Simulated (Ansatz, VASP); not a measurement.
## TaSn in VASP and in Ansatz

File POSCAR:

```
TaSn
1.0
    3.2350156137      0.0000000000      0.0000000000
    0.0000000000      3.2350156137      0.0000000000
    0.0000000000      0.0000000000      4.2401811794
Ta Sn
1 1
Direct
    0.5000000000      0.5000000000      0.5000000000
    0.0000000000      0.0000000000      0.0000000000
```

The input INCAR.step1:

```
ALGO = Normal
EDIFF = 1E-4
ENCUT = 520
GGA = PE
ISMEAR = 0
LASPH = T
LCHARG = F
LREAL = F
LWAVE = T
NBANDS = 20
NELM = 80
PREC = Accurate
SIGMA = 0.1
```

The input INCAR.step2:

```
ALGO = Normal
EDIFF = 1E-7
ENCUT = 520
ISIF = 2
ISMEAR = 0
ISTART = 1
LASPH = T
LCHARG = F
LMIXTAU = T
LREAL = F
LWAVE = F
METAGGA = R2SCAN
NBANDS = 20
NELM = 80
PREC = Accurate
SIGMA = 0.1
```

KPOINTS

```
k-points
0
Gamma
  6 6 4
```

Input for Ansatz:

```yaml
crystal:
  lattice:
    - [3.2350156137, 0.0, 0.0]
    - [0.0, 3.2350156137, 0.0]
    - [0.0, 0.0, 4.2401811794]
  atoms:
    - { symbol: Ta, position: [0.5, 0.5, 0.5] }
    - { symbol: Sn, position: [0.0, 0.0, 0.0] }
basis:
  ecutwfc: 500
kpoints:
  mp_grid: { grid: [6, 6, 4] }
hamiltonian:
  xc: r2scan
scf:
  occupations: { method: gaussian, width: 0.1 }
  lower_state_search: "off"
output:
  forces: true
  stress: true
  eigenvalues: true
```

Alike in both runs: task single point; functional r2SCAN; k mesh 6 × 6 × 4; occupations gaussian, width 0.1 eV; no spin polarisation.

|  | VASP | Ansatz |
| --- | --- | --- |
| version | VASP 6.6.1 | Ansatz 0.2.0 |
| potentials or method | VASP PAW PBE potentials, release 64 (Ta_pv, Sn_d), cutoff 520 eV | scalar-relativistic, plane waves, PAW |
| valence electrons in the cell | 25 | 27 |

VASP gave:

- gap on the k mesh at the Fermi level (eV): none
- pressure (GPa): -12.7
- traceless stress, the component that is largest in VASP (GPa): -1.85

Estimate Ansatz's values.

gap on the k mesh at the Fermi level (eV): none; pressure (GPa): -12.9; traceless stress, the component that is largest in VASP (GPa): -1.93.

VASP's potentials were made for PBE, not for r2SCAN. A gap of «none» marks a metal or a gap that the smearing closes. The functional is the same, so the differences come from potentials, cutoffs and numerics. VASP's potentials hold 25 valence electrons a cell and Ansatz's 27, so a difference there can come from the potentials and not from the codes.

The k mesh is coarse, so the values compare programs but aren't converged. Spin-orbit coupling is off throughout.
